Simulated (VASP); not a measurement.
Runs of VASP 6.6.1 on Mo. The structure is that of space group P6/mmm (No. 191), or close to it. The cells are those of the table. 

| task | level | potentials or basis | cell | cutoff (eV) | gap on the mesh (eV) | pressure (GPa) | relaxed volume (Å³/atom) |
| --- | --- | --- | --- | --- | --- | --- | --- |
| relaxation of cell and atoms | LDA | VASP PAW LDA potentials, release 64 (Mo_sv) | relaxed from a = 2.736, b = 2.736, c = 2.555 Å, angles 90.0, 90.0, 120.0°, 1 atom | 600 | none | -0.1 | (b) |
| single point | LDA | VASP PAW LDA potentials, release 64 (Mo_sv) | a = 2.721, b = 2.721, c = 2.492 Å, angles 90.0, 90.0, 120.0°, 1 atom | 520 | none | 1.1 | - |
| single point | PBEsol+D3(BJ) | VASP PAW PBE potentials, release 64 (Mo_sv) | a = 2.710, b = 2.710, c = 2.485 Å, angles 90.0, 90.0, 120.0°, 1 atom | 520 | none | 0.7 | - |
| single point | PBEsol | VASP PAW PBE potentials, release 64 (Mo_sv) | a = 2.737, b = 2.737, c = 2.513 Å, angles 90.0, 90.0, 120.0°, 1 atom | 520 | none | 0.6 | - |
| relaxation of cell and atoms | PBEsol+D3(BJ) | VASP PAW PBE potentials, release 64 (Mo_sv) | relaxed from a = 2.736, b = 2.736, c = 2.555 Å, angles 90.0, 90.0, 120.0°, 1 atom | 600 | none | 0.0 | (a) |
| relaxation of cell and atoms | PBEsol | VASP PAW PBE potentials, release 64 (Mo_sv) | relaxed from a = 2.736, b = 2.736, c = 2.555 Å, angles 90.0, 90.0, 120.0°, 1 atom | 600 | none | 0.0 | 16.34 |

Alike in all rows: no spin polarisation; k mesh 14 × 14 × 13; smearing gaussian 0.1 eV.

Task: Estimate the missing entries.

Result: (a) 15.84; (b) 16.05.

Caveats: the PAW data sets were made with another functional, which shifts forces and pressure a little (some runs); pairwise dispersion overbinds metals, which lowers pressure and volume (some runs).

A k mesh can miss the band edges, and the runs leave out spin-orbit coupling on Mo.

A gap of «none» marks levels without a gap at the run's occupations.
